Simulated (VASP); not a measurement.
A run of VASP 6.6.1 is set up as follows.

INCAR

```
  PREC = Accurate
  ENCUT = 520
  EDIFF = 1E-6
  ISMEAR = 0
  SIGMA = 0.1
  LREAL = Auto
  LASPH = T
  NELM = 150
  ALGO = Normal
  ISIF = 2
  LWAVE = F
  LCHARG = F
  ISPIN = 2
  MAGMOM = 3 3 3 3 3 3 3 3 3 3 3 3 3 3 0 0 0 0 0 2
  LORBIT = 11
  LMAXMIX = 4
  GGA = PE
  NBANDS = 123
  ISYM = 0
```

File KPOINTS:

```
Automatic mesh
0
Gamma
  2 2 2
  0.5 0.5 0.5
```

The input POSCAR:

```
Co14NiW5
1.0
    6.0027645652     -0.0638999109     -0.1799950686
   -0.0560356998      6.2173642870      0.1156440244
   -0.1689675316      0.1236187142      6.4123524479
Co W Ni
14 5 1
Direct
    0.7425956269      0.9243534450      0.5214753853
    0.4754464036      0.2378819071      0.6634067213
    0.2297507917      0.5048785787      0.7941575030
    0.2969564734      0.3191062851      0.2966631804
    0.4798051485      0.6098065638      0.4962839132
    0.5476018597      0.0426307658      0.1669038154
    0.3023636101      0.7109809261      0.1414149063
    0.8022868161      0.1521034839      0.8716692810
    0.9799002150      0.4454339983      0.0778655442
    0.5578886288      0.4167683329      0.0064414120
    0.3231743961      0.9502858055      0.4680115276
    0.7241531479      0.7141955376      0.1904382426
    0.7971119771      0.5127566892      0.7235079558
    0.2380038920      0.1558311714      0.9475626151
    0.0637932854      0.6254219915      0.4418822753
    0.0198609572      0.8296257684      0.8324527596
    0.5160137032      0.8258881374      0.8290927044
    0.9945939543      0.0277725294      0.2191973020
    0.7193705237      0.3321842235      0.3689547801
    0.0581266265      0.2021246926      0.5910155908
```

Potentials or basis: VASP PAW PBE potentials, release 64 (Co, W_sv, Ni).

The run is started by

```sh
$ cat potpaw_PBE.64/Co/POTCAR potpaw_PBE.64/W_sv/POTCAR potpaw_PBE.64/Ni/POTCAR > POTCAR
$ mpirun -np 1 vasp_std > vasp.out
```

Estimate the pressure.

-0.3 GPa.

Estimate the largest force.

0.048 eV/Å.

Predict the site moments.

Co +0.45, +1.31, +0.59, +0.79, +0.52, +0.74, +0.83, +0.94, +0.90, +1.13, +0.72, +0.36, +0.63, +0.68; W -0.15, -0.06, -0.21, -0.14, -0.16; Ni +0.23 μB.

Forces on the atoms (eV/Å):
```
Co  -0.003 -0.015 -0.009
Co  -0.011  0.001  0.020
Co   0.015 -0.042  0.018
Co  -0.008  0.013  0.000
Co   0.009  0.015  0.004
Co  -0.017 -0.013 -0.008
Co  -0.002 -0.011  0.002
Co  -0.024  0.039 -0.007
Co   0.013  0.013 -0.008
Co   0.000  0.003 -0.006
Co   0.013  0.002 -0.003
Co  -0.007 -0.003 -0.011
Co  -0.020 -0.017  0.022
Co   0.039  0.022 -0.012
W    0.020 -0.016 -0.005
W    0.003 -0.008  0.010
W   -0.005 -0.008  0.000
W   -0.002 -0.015 -0.013
W   -0.032  0.015  0.002
Ni   0.019  0.024  0.005
```

Caveat: the k points lie up to 0.52 Å⁻¹ apart.
